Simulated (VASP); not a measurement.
Write the native input for VASP 6.6.1 that does the following.

| Item | Value |
| --- | --- |
| Task | single point |
| Functional | PBE |
| Potentials or basis | VASP PAW PBE potentials, release 64 (Cd, S) |
| Cutoff | 520 eV |
| k mesh | 7 × 7 × 5 |
| Occupations | gaussian, width 0.017 eV |
| Spin | no spin polarisation |
| Dipole correction | no |
| Further INCAR settings | ALGO = Normal; EDIFF = 1e-06; NBANDS = 16 |

The structure of CdS lies in POSCAR:

```
CdS
1.0
    4.2611695877      0.0000000000      0.0000000000
   -2.1305847939      3.6902811128      0.0000000000
    0.0000000000      0.0000000000      5.8041729400
Cd S
1 1
Direct
    0.0000000000      0.0000000000      0.4426919200
    0.6666666667      0.3333333333      0.4343080800
```

These files were run (other wordings do the same):

INCAR

```
ALGO = Normal
EDIFF = 1E-6
ENCUT = 520
GGA = PE
ISIF = 2
ISMEAR = 0
LASPH = True
LCHARG = False
LREAL = False
LWAVE = False
NBANDS = 16
NELM = 80
PREC = Accurate
SIGMA = 0.017
```

KPOINTS

```
k-points
0
Gamma
  7 7 5
```

Potentials or basis: VASP PAW PBE potentials, release 64 (Cd, S).

Command:

```console
$ cat potpaw_PBE.64/Cd/POTCAR potpaw_PBE.64/S/POTCAR > POTCAR
$ mpirun -np 1 vasp_std > vasp.out
```

It gave:

```json
{
 "Pressure": "-0.1 GPa",
 "Band gap on the k mesh": "1.47 eV"
}
```

Caveat: an odd mesh through Γ misses points on the zone boundary, where band edges can lie.

It took 59 s on 1 thread of Intel Xeon 8259CL, with other jobs on the host, peak memory 0.23 GiB.
